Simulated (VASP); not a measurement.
# Mg9O8 (a cell with a defect) in VASP: a series of runs

Runs on Mg9O8 (a cell with a defect). Level: PBE. Tasks: single point.

Program: VASP 6.6.1. These are calculated values, not measurements. Logs are shortened: lines on timing, memory, paths and dates and some standing lists are left out, and cuts for length are marked.

**1. The cell of the first run**

The cell holds a defect, 17 atoms: a = 5.962 Å, b = 5.962 Å, c = 5.962 Å, α = 60.00°, β = 60.00°, γ = 60.00°.

**2. Single point, PBE**

Contents of INCAR:

```
PREC = Accurate
ENCUT = 520
EDIFF = 1E-7
ISMEAR = 0
SIGMA = 0.02
LREAL = Auto
LASPH = T
NELM = 80
ALGO = Normal
ISIF = 2
LWAVE = F
LCHARG = T
GGA = PE
LELF = T
LVHAR = T
NBANDS = 47
```

Contents of KPOINTS:

```
regular mesh
0
Gamma
  2 2 2
```

Contents of POSCAR:

```
Mg9O8
1.0
    0.0000000000      4.2160000000      4.2160000000
    4.2160000000      0.0000000000      4.2160000000
    4.2160000000      4.2160000000      0.0000000000
Mg O
9 8
Direct
   -0.0227745493      0.0178471300     -0.0091535816
    0.0085334440      0.0106183586      0.4788937381
    0.0036285579      0.5119340607     -0.0194468691
    0.0050569260      0.5169276565      0.4740234820
    0.5187771584      0.0175492173     -0.0128442837
    0.4122571157     -0.0762950664      0.7490040323
    0.5283255455      0.4885658207     -0.0372652989
    0.5044393975      0.5167584203      0.4765700901
    0.5374733159      0.0916412476      0.3293366935
    0.2413666983      0.2815773245      0.2019857685
    0.2336984108      0.2862223672      0.7443836575
    0.2688829459      0.7723708491      0.1910340370
    0.2378822343      0.7346417220      0.7525992647
    0.7725901328      0.2811624763      0.2061302182
    0.7603685958      0.2582044592      0.7229293169
    0.7663913662      0.7558593454      0.2131816888
    0.7751777751      0.7403319497      0.7497906784
```

Potentials or basis: VASP PAW PBE potentials, release 64 (Mg, O).

Started as:

```bash
cat potpaw_PBE.64/Mg/POTCAR potpaw_PBE.64/O/POTCAR > POTCAR
mpirun -np 1 vasp_std > vasp.out
```

OUTCAR:

```text
PREC = Accurate
   ENCUT = 520
   EDIFF = 1E-7
   ISMEAR = 0
   LREAL = Auto
   LASPH = T
   NELM = 80
   ISIF = 2
   GGA = PE

 ion  position               nearest neighbor table
   1  0.977  0.018  0.991-  16 2.00  14 2.03  15 2.05  12 2.09   6 2.18  13 2.20  11 2.22   9 2.36
                             7 2.74   5 2.75   4 2.94   3 2.97   2 2.98   2 2.99   3 3.00   4 3.03
   2  0.009  0.011  0.479-  15 2.07  17 2.13  13 2.13  10 2.13  14 2.15  12 2.22   8 2.95   4 2.97
                             5 2.98   3 2.98   3 2.98   1 2.98   1 2.99   5 2.99   4 2.99   8 3.01
   3  0.004  0.512  0.981-  13 1.93  17 1.94  10 1.94  14 1.95  11 1.95  16 2.01   5 2.96   4 2.96
                             7 2.96   8 2.97   1 2.97   2 2.98   2 2.98   8 3.00   1 3.00   4 3.00
   4  0.005  0.517  0.474-  16 2.11  11 2.11  17 2.11  15 2.12  10 2.14  12 2.19   7 2.88   1 2.94
                             9 2.94   3 2.96   2 2.97   8 2.98   8 2.98   2 2.99   3 3.00   1 3.03
   5  0.519  0.018  0.987-  16 2.00  10 2.04  15 2.04  12 2.10  17 2.17   6 2.19  11 2.23   9 2.36
                             1 2.75   7 2.77   8 2.95   3 2.96   2 2.98   2 2.99   3 3.01   8 3.01
   6  0.412  0.924  0.749-  11 1.86  13 1.86  17 1.88   9 2.05   7 2.15  12 2.15   1 2.18   5 2.19
                             2 3.23   8 3.25   4 3.27   4 3.27   8 3.28   2 3.28   3 3.62   3 3.62
   7  0.528  0.489  0.963-  15 1.98  14 2.07  10 2.10  17 2.11  13 2.12   6 2.15  12 2.17   9 2.28
                             1 2.74   5 2.77   4 2.88   8 2.89   3 2.96   3 3.01   8 3.08   4 3.09
   8  0.504  0.517  0.477-  13 2.09  16 2.11  15 2.12  11 2.12  14 2.14  12 2.20   7 2.89   2 2.95
                             5 2.95   9 2.96   3 2.97   4 2.98   4 2.98   3 3.00   2 3.01   5 3.01
   9  0.537  0.092  0.329-  10 1.86  14 1.87  16 2.01   6 2.05   7 2.28   5 2.36   1 2.36  11 2.65
                             4 2.94   8 2.96   2 3.04   2 3.10   8 3.17   4 3.19
  10  0.241  0.282  0.202-   9 1.86   3 1.94   5 2.04   7 2.10   2 2.13   4 2.14
  11  0.234  0.286  0.744-   6 1.86   3 1.95   4 2.11   8 2.12   1 2.22   5 2.23   9 2.65
  12  0.269  0.772  0.191-   1 2.09   5 2.10   6 2.15   7 2.17   4 2.19   8 2.20   2 2.22
  13  0.238  0.735  0.753-   6 1.86   3 1.93   8 2.09   7 2.12   2 2.13   1 2.20
  14  0.773  0.281  0.206-   9 1.87   3 1.95   1 2.03   7 2.07   8 2.14   2 2.15
  15  0.760  0.258  0.723-   7 1.98   5 2.04   1 2.05   2 2.07   8 2.12   4 2.12
  16  0.766  0.756  0.213-   1 2.00   5 2.00   3 2.01   9 2.01   4 2.11   8 2.11
  17  0.775  0.740  0.750-   6 1.88   3 1.94   7 2.11   4 2.11   2 2.13   5 2.17

  LATTYP: Found a face centered cubic cell.
 ALAT       =     8.4320000000

  Lattice vectors:

 A1 = (   0.0000000000,   4.2160000000,   4.2160000000)
 A2 = (   4.2160000000,   0.0000000000,   4.2160000000)
 A3 = (   4.2160000000,   4.2160000000,   0.0000000000)

Analysis of symmetry for initial positions (statically):
=====================================================================
 Subroutine PRICEL returns:
 Original cell was already a primitive cell.

 Routine SETGRP: Setting up the symmetry group for a
 face centered cubic supercell.

 Subroutine GETGRP returns: Found  1 space group operations
 (whereof  1 operations were pure point group operations)
 out of a pool of 48 trial point group operations.

The static configuration has the point symmetry C_1 .

Analysis of symmetry for dynamics (positions and initial velocities):
=====================================================================
 Subroutine PRICEL returns:
 Original cell was already a primitive cell.

 Routine SETGRP: Setting up the symmetry group for a
 face centered cubic supercell.

 Subroutine GETGRP returns: Found  1 space group operations
 (whereof  1 operations were pure point group operations)
 out of a pool of 48 trial point group operations.

The dynamic configuration has the point symmetry C_1 .

 Subroutine INISYM returns: Found  1 space group operations
 (whereof  1 operations are pure point group operations),
 and found     1 'primitive' translations

----------------------------------------------------------------------------------------

                                     Primitive cell

  volume of cell :     149.8759

  direct lattice vectors                    reciprocal lattice vectors
     0.000000000  4.216000000  4.216000000    -0.118595825  0.118595825  0.118595825
[... 46 lines left out ...]

 KPOINTS: regular mesh

Automatic generation of k-mesh.
 Grid dimensions read from file:
 generate k-points for:    2    2    2

 Generating k-lattice:

  Cartesian coordinates                     Fractional coordinates (reciprocal lattice)
    -0.059297913  0.059297913  0.059297913     0.500000000  0.000000000  0.000000000
     0.059297913 -0.059297913  0.059297913     0.000000000  0.500000000  0.000000000
     0.059297913  0.059297913 -0.059297913     0.000000000  0.000000000  0.500000000

[... 29 lines left out ...]
 SYSTEM =  unknown system
   PREC   = accura    normal or accurate (medium, high low for compatibility)
   ISTART =      0    job   : 0-new  1-cont  2-samecut
   ICHARG =      2    charge: 1-file 2-atom 10-const
   ISPIN  =      1    spin polarized calculation?
   LNONCOLLINEAR =      F non collinear calculations
   LSORBIT =      F    spin-orbit coupling
   LASPH  =      T    aspherical Exc in radial PAW
   ENCUT  =  520.0 eV  38.22 Ry    6.18 a.u.  11.09 11.09 11.09*2*pi/ulx,y,z
   NELM   =     80;   NELMIN=  2; NELMDL= -5     # of ELM steps
   EDIFF  = 0.1E-06   stopping-criterion for ELM
   LREAL  =      T    real-space projection
   EDIFFG = 0.1E-05   stopping-criterion for IOM
   NSW    =      0    number of steps for IOM
   IBRION =     -1    ionic relax: 0-MD 1-quasi-New 2-CG
   NFREE  =      0    steps in history (QN), initial steepest desc. (CG)
   ISIF   =      2    stress and relaxation
   ISYM   =      2    0-nonsym 1-usesym 2-fastsym
   POTIM  = 0.5000    time-step for ionic-motion
   TEBEG  =    0.0;   TEEND  =   0.0 temperature during run
   PSTRESS=    0.0 pullay stress
   NELECT =      66.0000    total number of electrons
   NUPDOWN=      -1.0000    fix difference up-down
   EMIN   =  10.00;   EMAX   =-10.00  energy-range for DOS
   EFERMI =   0.00;   METHOD = LEGACY
   ISMEAR =     0;   SIGMA  =   0.02  broadening in eV -4-tet -1-fermi 0-gaus
   EFERMI_NEDOS =   21; number of points for ismear=-14 and -15
   IALGO  =     38    algorithm
   IMIX   =      4    mixing-type and parameters
     AMIX     =   0.40;   BMIX     =  1.00
     AMIX_MAG =   1.60;   BMIX_MAG =  1.00
  volume/ion in A,a.u.               =       8.82        59.49
  Fermi-wavevector in a.u.,A,eV,Ry     =   1.245505  2.353664 21.106489  1.551283
  Thomas-Fermi vector in A             =   2.379724
   LORBIT       =      0    0 simple, 1 ext, 2 COOP (PROOUT), +10 PAW based schemes
   GGA     = PE    functional components
   LHFCALC =     F    Hartree Fock is set to
   AEXX    =    0.0000 exact exchange contribution
   IVDW    =     0    specifies the selected vdW correction
   LEPSILON=     F    determine dielectric tensor
   LRPA    =     F    only Hartree local field effects (RPA)
 non-spin polarized calculation
 Gauss-broadening in eV      SIGMA  =   0.02
  energy-cutoff  :      520.00
  volume of cell :      149.88
 maximum number of plane-waves:      4044
 NGX is ok and might be reduce to    48
   NGX = 23   NGY = 23   NGZ = 23

 number of electron      65.9999997 magnetization

 Free energy of the ion-electron system (eV)
  ---------------------------------------------------
  ext. energy  EPLUGINS =         0.00000000
  ---------------------------------------------------
  free energy    TOTEN  =       -81.92758825 eV

  energy without entropy =      -81.92758825  energy(sigma->0) =      -81.92758825

 E-fermi :  10.0599     XC(G=0): -11.4133

 val. band max:        9.9574441233   @ k =   0.0000   0.5000   0.5000
 cond. band min:      10.1641651610   @ k =   0.5000   0.0000   0.0000
 fundamental gap:      0.2067210377
 Fermi energy:        10.0599417176

 k-point     1 :       0.0000    0.0000    0.0000
  band No.  band energies     occupation
      1     -13.7840      2.00000
      2     -12.6946      2.00000
      3     -12.4360      2.00000
      4     -12.4034      2.00000
      5     -12.3429      2.00000
      6     -12.2459      2.00000
[... 373 lines left out ...]
     44      14.9235      0.00000
     45      15.1147      0.00000
 [bands above 45 left out]

------------------------ aborting loop because EDIFF is reached ----------------------------------------

  FORCE on cell =-STRESS in cart. coord.  units (eV):
  Direction    XX          YY          ZZ          XY          YZ          ZX
  --------------------------------------------------------------------------------------
  -------------------------------------------------------------------------------------
  Total       37.9266829     40.4900644     40.4559796      3.5012140     -4.9896168     -3.5477217
  in kB      405.4372438    432.8398597    432.4754923     37.4280707    -53.3391357    -37.9252385
  external PRESSURE =     423.5841986 kB  Pullay stress =       0.0000000 kB

 VOLUME and BASIS-vectors are now :
 -----------------------------------------------------------------------------
  energy-cutoff  :      520.00
  volume of cell :      149.88
      direct lattice vectors                 reciprocal lattice vectors
     0.000000000  4.216000000  4.216000000    -0.118595825  0.118595825  0.118595825
     4.216000000  0.000000000  4.216000000     0.118595825 -0.118595825  0.118595825
     4.216000000  4.216000000  0.000000000     0.118595825  0.118595825 -0.118595825

 POSITION                                       TOTAL-FORCE (eV/Angst)
 -----------------------------------------------------------------------------------
      4.25265      8.29739      4.19523        -0.067563     -0.059705      0.120625
      2.06378      2.05499      0.08074        -0.044732     -0.032576     -0.021848
      6.29233      4.14931      2.17361         0.095364      0.008879     -0.003430
      4.17785      2.01980      2.20069        -0.058479      0.084692      0.056239
      4.23584      6.34901      2.26115        -0.075050     -0.196744      0.013623
      7.05214      4.89588      5.63242        -0.001130     -0.074122      0.143838
[... 9 lines left out ...]
      4.08548      4.12988      6.41781         0.064239     -0.033363      0.037024
      6.28236      6.42927      6.38939         0.043493      0.025372      0.019052
 -----------------------------------------------------------------------------------
    total drift:                               -0.001208     -0.004989      0.005400

  FREE ENERGIE OF THE ION-ELECTRON SYSTEM (eV)
  ---------------------------------------------------
  free  energy   TOTEN  =       -81.9275882453 eV

  energy  without entropy=      -81.9275882453  energy(sigma->0) =      -81.92758825
```

Wall time 2.1 min (1 thread of Intel Xeon 6975P-C (Granite Rapids), shared host); peak memory 0.32 GiB.

What came out:

| Property | Result |
| --- | --- |
| Free energy | -81.9276 eV |
| Pressure | 42.4 GPa |
| Largest force | 0.663 eV/Å |
| Band gap on the k mesh | 0.21 eV |

Forces on the atoms (eV/Å):
```
Mg  -0.068 -0.060  0.121
Mg  -0.045 -0.033 -0.022
Mg   0.095  0.009 -0.003
Mg  -0.058  0.085  0.056
Mg  -0.075 -0.197  0.014
Mg  -0.001 -0.074  0.144
Mg   0.189 -0.047 -0.105
Mg  -0.074 -0.072 -0.077
Mg  -0.468  0.382 -0.274
O    0.023  0.031  0.082
O    0.199  0.122 -0.069
O    0.063 -0.026  0.052
O    0.074 -0.063 -0.028
O   -0.020 -0.041  0.004
O    0.058 -0.009  0.048
O    0.064 -0.033  0.037
O    0.043  0.025  0.019
```

Stress tensor (GPa, compression positive):
```
40.54  3.74 -3.79
 3.74 43.28 -5.33
-3.79 -5.33 43.25
```

Caveat: the k points lie up to 0.65 Å⁻¹ apart.

**3. Single point, PBE**

Contents of INCAR:

```
SYSTEM = Mg9O8
PREC = Accurate ; ENCUT = 520
EDIFF = 1E-7 ; ISMEAR = 0
SIGMA = 0.02 ; LREAL = Auto
LASPH = .TRUE. ; NELM = 80
ALGO = Normal ; ISIF = 2
LWAVE = .FALSE. ; LCHARG = .FALSE.
GGA = PE ; NBANDS = 47
```

Contents of KPOINTS:

```
Automatic mesh
0
G
  2 2 2
  0 0 0
```

Contents of POSCAR:

```
Mg9O8
1.0
    0.0000000000      4.2160000000      4.2160000000
    4.2160000000      0.0000000000      4.2160000000
    4.2160000000      4.2160000000      0.0000000000
Mg O
9 8
Direct
   -0.0402307875      0.0010018975      0.0229542220
    0.0037109820      0.0127807163      0.4836272533
    0.0119404649      0.5059952562     -0.0291195446
   -0.0233962287      0.5384624051      0.4706082780
    0.5146361480      0.0045419829      0.0243944497
    0.4293247154     -0.0922371917      0.7343206831
    0.5458364564      0.4788084677     -0.0556163425
    0.5127990987      0.5368548387      0.4750078273
    0.4560753083      0.2158117884      0.3665660579
    0.2283007590      0.2840666509      0.2068550759
    0.2516034156      0.2811952087      0.7207001898
    0.2736633065      0.7556943786      0.1975138757
    0.2413867410      0.7319159156      0.7498302894
    0.7792596063      0.2841974620      0.2052759725
    0.7640582306      0.2497584203      0.7239334677
    0.7798229364      0.7277819023      0.2101846537
    0.7811863140      0.7322138283      0.7462515417
```

Potentials or basis: VASP PAW PBE potentials, release 64 (Mg, O).

Started as:

```bash
cat potpaw_PBE.64/Mg/POTCAR potpaw_PBE.64/O/POTCAR > POTCAR
mpirun -np 1 vasp_std > vasp.out
```

Wall time 2.3 min (1 thread of Intel Xeon 6975P-C (Granite Rapids), shared host); peak memory 0.32 GiB.

It converged, with:

```yaml
Free_energy: -81.5923 eV
Pressure: 44.4 GPa
Largest_force: 0.382 eV/Å
Band_gap_on_the_k_mesh: 0.26 eV
```

Forces in eV/Å, atoms in the order of the input:
```
Mg   0.075 -0.004 -0.075
Mg  -0.048 -0.040 -0.075
Mg  -0.042  0.017  0.002
Mg   0.024 -0.008  0.019
Mg  -0.039 -0.012 -0.030
Mg   0.322  0.118  0.085
Mg  -0.006 -0.064 -0.042
Mg  -0.041 -0.036  0.031
Mg  -0.056  0.376 -0.044
O   -0.004 -0.268 -0.047
O    0.063 -0.054  0.037
O    0.055 -0.070  0.093
O   -0.009 -0.104 -0.208
O   -0.021  0.081  0.095
O   -0.137 -0.006  0.011
O   -0.169  0.020  0.025
O    0.031  0.053  0.123
```

Stress tensor (GPa, compression positive):
```
38.79 -1.47  1.42
-1.47 47.36 -7.09
 1.42 -7.09 47.05
```

Levels at points of the mesh, in eV from the valence-band top:
```csv
k point,band 30,band 31,band 32,band 33,band 34,band 35,band 36,band 37
"(0.00, 0.00, 0.00)",-6.20,-6.04,-5.77,-2.14,0.44,0.86,1.16,1.29
"(0.50, 0.00, 0.00)",-6.38,-6.20,-6.01,-0.46,0.32,1.51,1.91,2.32
"(0.00, 0.50, 0.00)",-6.65,-6.31,-5.97,-0.28,0.40,1.73,1.83,2.29
"(0.00, 0.00, 0.50)",-6.66,-6.35,-5.95,-0.35,0.26,1.65,2.04,2.08
"(0.50, 0.50, 0.50)",-6.40,-6.19,-6.01,-0.46,0.32,1.50,1.91,2.32
"(0.50, 0.50, 0.00)",-6.66,-6.47,-6.04,-0.02,1.03,1.93,2.24,2.47
"(0.00, 0.50, 0.50)",-6.53,-6.47,-6.42,0.00,1.03,1.73,2.33,2.45
"(0.50, 0.00, 0.50)",-6.66,-6.46,-6.03,-0.03,1.03,1.93,2.23,2.52
```

Caveat: the k points lie up to 0.65 Å⁻¹ apart.

**4. Single point, PBE**

Contents of INCAR:

```
PREC = Accurate
ENCUT = 520
EDIFF = 1E-7
ISMEAR = 0
SIGMA = 0.02
LREAL = Auto
LASPH = True
NELM = 80
ALGO = Normal
ISIF = 2
LWAVE = False
LCHARG = True
GGA = PE
LELF = True
LVHAR = True
NBANDS = 47
```

Contents of KPOINTS:

```
regular mesh
0
Gamma
  2 2 2
```

Contents of POSCAR:

```
Mg9O8
1.0
    0.0000000000      4.2160000000      4.2160000000
    4.2160000000      0.0000000000      4.2160000000
    4.2160000000      4.2160000000      0.0000000000
Mg O
9 8
Direct
   -0.0132821395      0.0042930503      0.0083715607
    0.0032935247      0.0162897296      0.4837287713
    0.0036829934      0.5089206594     -0.0174877846
   -0.0360429317      0.5379307400      0.4850061670
    0.5043760674      0.0047842742      0.0087470351
    0.4928397770     -0.1100439991      0.6224149668
    0.5340301233      0.4817801233     -0.0476145636
    0.5164246917      0.5320563330      0.4862154886
    0.4109752135      0.2947432400      0.3775359345
    0.2267405123      0.2889589658      0.2058662239
    0.2436930740      0.2637613852      0.7543581594
    0.2705921490      0.7193065702      0.2415096063
    0.2354220825      0.7304106973      0.7614211338
    0.7747329222      0.2871956831      0.2116416034
    0.7612214184      0.2552555740      0.7279597960
    0.7671495493      0.7417581831      0.2259360769
    0.7720311907      0.7343687144      0.7598139231
```

Started as:

```bash
cat potpaw_PBE.64/Mg/POTCAR potpaw_PBE.64/O/POTCAR > POTCAR
mpirun -np 1 vasp_std > vasp.out
```

It took 2.4 min on 1 thread of Intel Xeon 6975P-C (Granite Rapids), shared host; peak memory 0.32 GiB.

It converged, with:

```yaml
Free_energy: -81.5877 eV
Pressure: 43.6 GPa
Largest_force: 0.610 eV/Å
Band_gap_on_the_k_mesh: 0.20 eV
```

Forces on the atoms (eV/Å):
```
Mg  -0.116 -0.001 -0.035
Mg   0.019  0.117 -0.109
Mg   0.123 -0.200  0.122
Mg   0.095  0.009 -0.118
Mg  -0.135  0.000 -0.072
Mg  -0.162 -0.402  0.429
Mg   0.266 -0.099  0.099
Mg   0.138  0.084  0.054
Mg   0.081  0.258 -0.242
O   -0.040  0.571  0.007
O   -0.261  0.148 -0.157
O    0.308 -0.096  0.035
O    0.089 -0.111  0.184
O   -0.120  0.036 -0.421
O   -0.232  0.118 -0.177
O   -0.135 -0.312  0.275
O    0.083 -0.121  0.126
```

Stress tensor (GPa, compression positive):
```
37.72 -0.91  0.79
-0.91 46.96 -6.91
 0.79 -6.91 46.00
```

Levels at points of the mesh, in eV from the valence-band top:
```csv
k point,band 30,band 31,band 32,band 33,band 34,band 35,band 36,band 37
"(0.00, 0.00, 0.00)",-6.35,-6.27,-6.05,-2.20,0.48,0.61,0.91,1.18
"(0.50, 0.00, 0.00)",-6.54,-6.41,-6.27,-0.49,0.20,1.29,1.95,2.08
"(0.00, 0.50, 0.00)",-6.77,-6.56,-6.39,-0.26,0.23,1.74,1.89,2.01
"(0.00, 0.00, 0.50)",-6.68,-6.50,-6.13,-0.41,0.21,1.50,1.94,1.99
"(0.50, 0.50, 0.50)",-6.54,-6.43,-6.24,-0.48,0.22,1.29,1.90,2.11
"(0.50, 0.50, 0.00)",-6.80,-6.70,-6.34,-0.03,0.96,1.74,2.22,2.35
"(0.00, 0.50, 0.50)",-6.73,-6.69,-6.54,0.00,1.05,1.58,2.03,2.23
"(0.50, 0.00, 0.50)",-6.75,-6.71,-6.35,-0.02,0.94,1.75,2.16,2.48
```

Caveat: the k points lie up to 0.65 Å⁻¹ apart.

**5. Overview**

```tsv
cell	gap on the mesh (eV)	pressure (GPa)	largest force (eV/Å)
as given, atomic positions A	0.21	42.4	0.66
as given, atomic positions B	0.26	44.4	0.38
as given, atomic positions C	0.20	43.6	0.61
```

Alike in all rows: task single point; level PBE; potentials or basis VASP PAW PBE potentials, release 64 (Mg, O); no spin polarisation; k mesh 2 × 2 × 2; cutoff (eV) 520; smearing gaussian 0.02 eV.

Caveats: all runs use coarse meshes.

Total energies depend on the potentials used, so only differences within one code and one set of settings carry meaning.
